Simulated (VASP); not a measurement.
# Cs (Pnma) in VASP: single point with r2SCAN

Aim: the single point of Cs with r2SCAN.

Everything below comes from runs of VASP 6.6.1. Logs are shortened: lines on timing, memory, paths and dates and some standing lists are left out, and cuts for length are marked.

## Step 1: The cell of the first run

The structure is orthorhombic, space group Pnma (No. 62). The conventional cell has a = 9.821 Å, b = 7.803 Å, c = 5.157 Å, α = 90.00°, β = 90.00°, γ = 90.00°.

## Step 2: Single point, r2SCAN

The input, POSCAR:

```
Cs
1.0
    9.8205050595      0.0000000000      0.0000000000
    0.0000000000      7.8033503955      0.0000000000
    0.0000000000      0.0000000000      5.1568941816
Cs
4
Direct
    0.1318870000      0.7500000000      0.8392310000
    0.6318870000      0.7500000000      0.6607690000
    0.8681130000      0.2500000000      0.1607690000
    0.3681130000      0.2500000000      0.3392310000
```

The input, INCAR.step1:

```
SYSTEM = Cs
  ALGO = Normal
  EDIFF = 1E-4
  ENCUT = 520
  GGA = PE
  ISMEAR = 0
  LASPH = .True.
  LCHARG = .False.
  LREAL = .False.
  LWAVE = .True.
  NBANDS = 26
  NELM = 100
  PREC = Accurate
  SIGMA = 0.05
```

The input, INCAR.step2:

```
SYSTEM = Cs
  ALGO = Normal
  EDIFF = 1E-6
  ENCUT = 520
  ISIF = 2
  ISMEAR = 0
  ISTART = 1
  LASPH = .True.
  LCHARG = .False.
  LMIXTAU = .True.
  LREAL = .False.
  LWAVE = .False.
  METAGGA = R2SCAN
  NBANDS = 26
  NELM = 100
  PREC = Accurate
  SIGMA = 0.05
```

The input, KPOINTS:

```
k-points
0
Gamma
  4 4 6
  0 0 0
```

Potentials or basis: VASP PAW PBE potentials, release 64 (Cs_sv).

Run with:

```sh
cat potpaw_PBE.64/Cs_sv/POTCAR > POTCAR
cp INCAR.step1 INCAR
mpirun -np 1 vasp_std > vasp.out
cp INCAR.step2 INCAR
mpirun -np 1 vasp_std > vasp.out
```

OUTCAR:

```text
SYSTEM = Cs
   EDIFF = 1E-6
   ENCUT = 520
   ISIF = 2
   ISMEAR = 0
   ISTART = 1
   LASPH = .True.
   LREAL = .False.
   METAGGA = R2SCAN
   NELM = 100
   PREC = Accurate

 ion  position               nearest neighbor table
   1  0.132  0.750  0.839-
   2  0.632  0.750  0.661-
   3  0.868  0.250  0.161-
   4  0.368  0.250  0.339-

  LATTYP: Found a simple orthorhombic cell.
 ALAT       =     5.1568941816
 B/A-ratio  =     1.5131880005
 C/A-ratio  =     1.9043448854

  Lattice vectors:

 A1 = (   0.0000000000,   0.0000000000,  -5.1568941816)
 A2 = (   0.0000000000,   7.8033503955,   0.0000000000)
 A3 = (   9.8205050595,   0.0000000000,   0.0000000000)

Analysis of symmetry for initial positions (statically):
=====================================================================
 Subroutine PRICEL returns:
 Original cell was already a primitive cell.

 Routine SETGRP: Setting up the symmetry group for a
 simple orthorhombic supercell.

 Subroutine GETGRP returns: Found  8 space group operations
 (whereof  2 operations were pure point group operations)
 out of a pool of  8 trial point group operations.

The static configuration has the point symmetry S_2 .
 The point group associated with its full space group is D_2h.

Analysis of symmetry for dynamics (positions and initial velocities):
=====================================================================
 Subroutine PRICEL returns:
 Original cell was already a primitive cell.

 Routine SETGRP: Setting up the symmetry group for a
 simple orthorhombic supercell.

 Subroutine GETGRP returns: Found  8 space group operations
 (whereof  2 operations were pure point group operations)
 out of a pool of  8 trial point group operations.

The dynamic configuration has the point symmetry S_2 .
 The point group associated with its full space group is D_2h.

 Subroutine INISYM returns: Found  8 space group operations
 (whereof  2 operations are pure point group operations),
 and found     1 'primitive' translations

----------------------------------------------------------------------------------------

                                     Primitive cell

  volume of cell :     395.1875

  direct lattice vectors                    reciprocal lattice vectors
     9.820505060  0.000000000  0.000000000     0.101827757  0.000000000  0.000000000
     0.000000000  7.803350395  0.000000000     0.000000000  0.128150083  0.000000000
     0.000000000  0.000000000  5.156894182     0.000000000  0.000000000  0.193915168

  length of vectors
     9.820505060  7.803350395  5.156894182     0.101827757  0.128150083  0.193915168

  position of ions in fractional coordinates (direct lattice)
     0.131887000  0.750000000  0.839231000
     0.631887000  0.750000000  0.660769000
     0.868113000  0.250000000  0.160769000
     0.368113000  0.250000000  0.339231000

  ion indices of the primitive-cell ions
   primitive index   ion index
                 1           1
                 2           2
                 3           3
                 4           4

----------------------------------------------------------------------------------------

 KPOINTS: k-points

Automatic generation of k-mesh.
 Grid dimensions read from file:
 generate k-points for:    4    4    6

 Generating k-lattice:

  Cartesian coordinates                     Fractional coordinates (reciprocal lattice)
     0.025456939  0.000000000  0.000000000     0.250000000  0.000000000  0.000000000
     0.000000000  0.032037521  0.000000000     0.000000000  0.250000000  0.000000000
     0.000000000  0.000000000  0.032319195     0.000000000  0.000000000  0.166666667

  Length of vectors
     0.025456939  0.032037521  0.032319195

  Shift w.r.t. Gamma in fractional coordinates (k-lattice)
     0.000000000  0.000000000  0.000000000

 Subroutine IBZKPT returns following result:
 ===========================================

 Found     36 irreducible k-points:

 Following reciprocal coordinates:
            Coordinates               Weight
  0.000000  0.000000  0.000000      1.000000
  0.250000  0.000000  0.000000      2.000000
  0.500000  0.000000  0.000000      1.000000
  0.000000  0.250000  0.000000      2.000000
  0.250000  0.250000  0.000000      4.000000
  0.500000  0.250000  0.000000      2.000000
[... 16 lines left out ...]
  0.250000  0.250000  0.333333      8.000000
  0.500000  0.250000  0.333333      4.000000
 [... further k-points ...]
   k-points           NKPTS =     36   k-points in BZ     NKDIM =     36   number of bands    NBANDS=     26
   number of dos      NEDOS =    301   number of ions     NIONS =      4
   total plane-waves  NPLWV = 192000
   dimension x,y,z NGX =    80 NGY =   60 NGZ =   40
   dimension x,y,z NGXF=   160 NGYF=  120 NGZF=   80
   ions per type =               4
   NGX,Y,Z   is equivalent  to a cutoff of  13.54, 12.78, 12.90 a.u.
   NGXF,Y,Z  is equivalent  to a cutoff of  27.09, 25.57, 25.79 a.u.
 SYSTEM =  Cs
   PREC   = accura    normal or accurate (medium, high low for compatibility)
   ISTART =      1    job   : 0-new  1-cont  2-samecut
   ICHARG =      0    charge: 1-file 2-atom 10-const
   ISPIN  =      1    spin polarized calculation?
   LNONCOLLINEAR =      F non collinear calculations
   LSORBIT =      F    spin-orbit coupling
   LASPH  =      T    aspherical Exc in radial PAW
   ENCUT  =  520.0 eV  38.22 Ry    6.18 a.u.  18.26 14.51  9.59*2*pi/ulx,y,z
   NELM   =    100;   NELMIN=  2; NELMDL=  0     # of ELM steps
   EDIFF  = 0.1E-05   stopping-criterion for ELM
   LREAL  =      F    real-space projection
   EDIFFG = 0.1E-04   stopping-criterion for IOM
   NSW    =      0    number of steps for IOM
   IBRION =     -1    ionic relax: 0-MD 1-quasi-New 2-CG
   NFREE  =      0    steps in history (QN), initial steepest desc. (CG)
   ISIF   =      2    stress and relaxation
   ISYM   =      2    0-nonsym 1-usesym 2-fastsym
   POTIM  = 0.5000    time-step for ionic-motion
   TEBEG  =    0.0;   TEEND  =   0.0 temperature during run
   PSTRESS=    0.0 pullay stress
   NELECT =      36.0000    total number of electrons
   NUPDOWN=      -1.0000    fix difference up-down
   EMIN   =  10.00;   EMAX   =-10.00  energy-range for DOS
   EFERMI =   0.00;   METHOD = LEGACY
   ISMEAR =     0;   SIGMA  =   0.05  broadening in eV -4-tet -1-fermi 0-gaus
   EFERMI_NEDOS =   21; number of points for ismear=-14 and -15
   IALGO  =     38    algorithm
   IMIX   =      4    mixing-type and parameters
     AMIX     =   0.40;   BMIX     =  1.00
     AMIX_MAG =   1.60;   BMIX_MAG =  1.00
  volume/ion in A,a.u.               =      98.80       666.71
  Fermi-wavevector in a.u.,A,eV,Ry     =   0.736616  1.392003  7.382568  0.542603
  Thomas-Fermi vector in A             =   1.830099
   LORBIT       =      0    0 simple, 1 ext, 2 COOP (PROOUT), +10 PAW based schemes
   METAGGA = R2SCAN    functional components
   LHFCALC =     F    Hartree Fock is set to
   AEXX    =    0.0000 exact exchange contribution
   IVDW    =     0    specifies the selected vdW correction
   LEPSILON=     F    determine dielectric tensor
   LRPA    =     F    only Hartree local field effects (RPA)
 non-spin polarized calculation
 Gauss-broadening in eV      SIGMA  =   0.05
  energy-cutoff  :      520.00
  volume of cell :      395.19
 maximum number of plane-waves:     10685
 NGX is ok and might be reduce to    80
   NGX = 37   NGY = 29   NGZ = 19

 number of electron      35.9999997 magnetization

 Free energy of the ion-electron system (eV)
  ---------------------------------------------------
  ext. energy  EPLUGINS =         0.00000000
  ---------------------------------------------------
  free energy    TOTEN  =       -99.86321028 eV

  energy without entropy =      -99.84862985  energy(sigma->0) =      -99.85592007

 E-fermi :   0.9889     XC(G=0):  -6.0383

 val. band max:        0.9871972031   @ k =   0.2500   0.2500   0.1667
 cond. band min:       0.9915104072   @ k =   0.0000   0.0000   0.0000
 fundamental gap:      0.0043132041
 Fermi energy:         0.9888731039

 k-point     1 :       0.0000    0.0000    0.0000
  band No.  band energies     occupation
      1     -23.7749      2.00000
      2     -23.7590      2.00000
      3     -23.7586      2.00000
      4     -23.7577      2.00000
      5     -10.3428      2.00000
      6     -10.3164      2.00000
[... 18 lines left out ...]
     25       2.4464      0.00000
     26       2.8650      0.00000

 k-point     2 :       0.2500    0.0000    0.0000
  band No.  band energies     occupation
      1     -23.7732      2.00000
      2     -23.7632      2.00000
      3     -23.7573      2.00000
      4     -23.7566      2.00000
      5     -10.3313      2.00000
      6     -10.3000      2.00000
[... 18 lines left out ...]
     25       2.5862      0.00000
     26       3.2075      0.00000

 k-point     3 :       0.5000    0.0000    0.0000
  band No.  band energies     occupation
      1     -23.7687      2.00000
      2     -23.7687      2.00000
      3     -23.7565      2.00000
      4     -23.7565      2.00000
      5     -10.2996      2.00000
      6     -10.2996      2.00000
[... 18 lines left out ...]
     25       3.0329      0.00000
     26       3.0329      0.00000

 k-point     4 :       0.0000    0.2500    0.0000
  band No.  band energies     occupation
      1     -23.7724      2.00000
      2     -23.7603      2.00000
      3     -23.7590      2.00000
      4     -23.7587      2.00000
      5     -10.3425      2.00000
      6     -10.3332      2.00000
[... 18 lines left out ...]
     25       2.8442      0.00000
     26       3.0961      0.00000
[... 496 lines left out ...]
      1     -23.7660      2.00000
      2     -23.7604      2.00000
      3     -23.7548      2.00000
      4     -23.7545      2.00000
      5     -10.3252      2.00000
      6     -10.3177      2.00000
[... 18 lines left out ...]
     25       2.5158      0.00000
     26       2.6391      0.00000

 k-point    23 :       0.2500    0.2500    0.3333
  band No.  band energies     occupation
      1     -23.7648      2.00000
      2     -23.7602      2.00000
      3     -23.7561      2.00000
      4     -23.7546      2.00000
      5     -10.3175      2.00000
      6     -10.3018      2.00000
[... 18 lines left out ...]
     25       2.5234      0.00000
     26       2.5900      0.00000

 k-point    24 :       0.5000    0.2500    0.3333
  band No.  band energies     occupation
      1     -23.7620      2.00000
      2     -23.7620      2.00000
      3     -23.7559      2.00000
      4     -23.7559      2.00000
      5     -10.2956      2.00000
      6     -10.2956      2.00000
[... 18 lines left out ...]
     25       2.6385      0.00000
     26       2.6385      0.00000

 [... further k-points ...]

------------------------ aborting loop because EDIFF is reached ----------------------------------------

  FORCE on cell =-STRESS in cart. coord.  units (eV):
  Direction    XX          YY          ZZ          XY          YZ          ZX
  --------------------------------------------------------------------------------------
  -------------------------------------------------------------------------------------
  Total        1.4452647      1.5529367      1.3318373      0.0000000      0.0000000      0.0000000
  in kB        5.8594227      6.2959488      5.3995630      0.0000000      0.0000000      0.0000000
  external PRESSURE =       5.8516448 kB  Pullay stress =       0.0000000 kB

 VOLUME and BASIS-vectors are now :
 -----------------------------------------------------------------------------
  energy-cutoff  :      520.00
  volume of cell :      395.19
      direct lattice vectors                 reciprocal lattice vectors
     9.820505060  0.000000000  0.000000000     0.101827757  0.000000000  0.000000000
     0.000000000  7.803350395  0.000000000     0.000000000  0.128150083  0.000000000
     0.000000000  0.000000000  5.156894182     0.000000000  0.000000000  0.193915168

 POSITION                                       TOTAL-FORCE (eV/Angst)
 -----------------------------------------------------------------------------------
      1.29520      5.85251      4.32783        -0.002070      0.000000     -0.010459
      6.20545      5.85251      3.40752        -0.002070     -0.000000      0.010459
      8.52531      1.95084      0.82907         0.002070     -0.000000      0.010459
      3.61506      1.95084      1.74938         0.002070     -0.000000     -0.010459
 -----------------------------------------------------------------------------------
    total drift:                               -0.000000     -0.000000      0.000000

  FREE ENERGIE OF THE ION-ELECTRON SYSTEM (eV)
  ---------------------------------------------------
  free  energy   TOTEN  =       -99.8632102840 eV

  energy  without entropy=      -99.8486298461  energy(sigma->0) =      -99.85592007
```

Wall time 30 min (1 thread of Oxide Virtual Turin-like, shared host); peak memory 0.6 GiB.

What came out:

| Quantity | Value |
| --- | --- |
| Free energy | -99.8632 eV |
| Pressure | 0.6 GPa |
| Largest force | 0.011 eV/Å |
| Band gap on the k mesh | zero (bands 18 and 19 overlap by 0.96 eV) |

Forces in eV/Å, atoms in the order of the input:
```
Cs  -0.002  0.000 -0.010
Cs  -0.002  0.000  0.010
Cs   0.002  0.000  0.010
Cs   0.002  0.000 -0.010
```

Levels at points of the mesh, in eV from the Fermi level:
```
           k point  band 15  band 16  band 17  band 18  band 19  band 20  band 21  band 22
(0.00, 0.00, 0.00)   -11.10   -11.09    -1.93    -0.03     0.00     0.05     1.17     1.33
(0.50, 0.00, 0.00)   -11.10   -11.10    -1.36    -1.36     0.57     0.57     1.19     1.19
(0.00, 0.50, 0.00)   -11.11   -11.11    -1.07    -1.07     0.02     0.02     0.94     0.94
(0.50, 0.50, 0.00)   -11.11   -11.11    -0.61    -0.61    -0.61    -0.61     1.46     1.46
(0.00, 0.00, 0.50)   -11.12   -11.12    -0.15    -0.15     0.23     0.23     0.88     0.88
(0.50, 0.00, 0.50)   -11.15   -11.15     0.00     0.00     0.15     0.15     0.88     0.88
(0.00, 0.50, 0.50)   -11.10   -11.10    -0.01    -0.01     0.64     0.64     0.66     0.66
(0.50, 0.50, 0.50)   -11.15   -11.15     0.35     0.35     0.35     0.35     0.82     0.82
```

Caveat: the PAW data sets were made with another functional, which shifts forces and pressure a little; spin-orbit coupling is left out, which moves the levels of the heavy elements.
